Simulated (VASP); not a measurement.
Runs of VASP 6.6.1 on Zr3HC2. It takes space group P-3m1 (No. 164, trigonal). The conventional cell has a = 3.360 Å, b = 3.360 Å, c = 8.024 Å, α = 90.00°, β = 90.00°, γ = 120.00°. Within 3.4 Å of Zr (site symmetry -3m) lie 6 C at 2.40 Å and 12 Zr at 3.23 to 3.36 Å. Within 3.0 Å of Zr (site symmetry 3m) lie 3 C at 2.27 Å and 3 H at 2.41 Å. Within 3.4 Å of H (site symmetry -3m) lie 6 Zr at 2.41 Å and 6 C at 3.25 Å and 6 H at 3.36 Å. C (site symmetry 3m) has 6 Zr at 2.27 to 2.40 Å within 3.0 Å. 

```csv
smearing,gap on the mesh (eV),pressure (GPa),largest force (eV/Å)
gaussian 0.5 eV,none,(a),0.35
gaussian 0.1 eV,none,-6.4,0.28
gaussian 0.2 eV,none,-6.4,0.32
gaussian 0.3 eV,none,-6.3,0.35
```

Alike in all rows: task single point; level PBEsol; potentials or basis VASP PAW PBE potentials, release 64 (Zr_sv, H, C); no spin polarisation; cell as given; k mesh 8 × 8 × 3; cutoff (eV) 520.

Problem. Estimate the missing entries.

Solution. (a) -6.2.

Caveats: the cell stands under tension; the PAW data sets were made with another functional, which shifts forces and pressure a little; an odd number of electrons without spin polarisation forces a metal; a magnetic or distorted state may lie lower; so wide a smearing shifts energies and pressures (at least some runs).

A k mesh can miss the band edges, and the runs leave out spin-orbit coupling on Zr.

A gap of «none» marks levels without a gap at the run's occupations.
